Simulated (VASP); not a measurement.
Write the native input for VASP 6.6.1 that does the following.

- Task: single point
- Functional: PBE
- Potentials or basis: VASP PAW PBE potentials, release 64 (Ni)
- Cutoff: 520 eV
- k mesh: 13 × 13 × 13
- Occupations: gaussian, width 0.1 eV
- Spin: collinear spin, ferromagnetic start
- Starting moments: [0.8, 0.8] μB
- Dipole correction: no
- Further INCAR settings: ALGO = Normal; EDIFF = 1e-06; NBANDS = 21

The structure of Ni lies in POSCAR:

```
Ni
1.0
    3.5170000000      1.7585000000      1.7585000000
    1.7585000000      3.5170000000      1.7585000000
    1.7585000000      1.7585000000      3.5170000000
Ni
2
Direct
    0.0000000000      0.0000000000      0.0000000000
    0.5000000000      0.5000000000      0.5000000000
```

These files were run (other wordings do the same):

INCAR

```
SYSTEM = Ni
  PREC = Accurate
  ENCUT = 520
  EDIFF = 1E-6
  ISMEAR = 0
  SIGMA = 0.1
  LREAL = .False.
  LASPH = .True.
  NELM = 150
  ALGO = Normal
  ISIF = 2
  LWAVE = .False.
  LCHARG = .True.
  ISPIN = 2
  MAGMOM = 0.8 0.8
  LORBIT = 11
  LMAXMIX = 4
  GGA = PE
  LELF = .True.
  LVHAR = .True.
  NBANDS = 21
```

KPOINTS

```
Automatic mesh
0
Gamma
  13 13 13
  0 0 0
```

Potentials or basis: VASP PAW PBE potentials, release 64 (Ni).

Launch:

```console
$ cat potpaw_PBE.64/Ni/POTCAR > POTCAR
$ mpirun -np 1 vasp_std > vasp.out
```

Results of the run:

```
Pressure                                              : 0.0 GPa
Net moment                                            : 1.25 μB per cell
Site moments                                          : Ni +0.64 μB
Valence electrons inside the program's atomic spheres : Ni 9.31
```

It took 7.9 min on 1 thread of Intel Xeon 8259CL, with other jobs on the host, peak memory 0.31 GiB.
